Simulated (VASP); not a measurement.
The system is Ir.

```xyz
1
Lattice="0.0000 1.9061 1.9061 1.9061 0.0000 1.9061 1.9061 1.9061 0.0000" Properties=species:S:1:pos:R:3 pbc="T T T"
Ir    0.0000    0.0000    0.0000
```

Base run:

* Program: VASP 6.6.1
* Functional: LDA
* Potentials or basis: VASP PAW LDA potentials, release 64 (Ir)
* Cutoff: 520 eV
* k mesh: 14 × 14 × 14
* Occupations: fermi-dirac, width 0.2 eV
* Spin: no spin polarisation

Its results: pressure 3.6 GPa.

**Question.** The run is repeated on the same cell with these changes: occupations from fermi-dirac, width 0.2 eV to fermi-dirac, width 0.1 eV. What comes out?

**Answer.** Pressure 2.6 GPa.
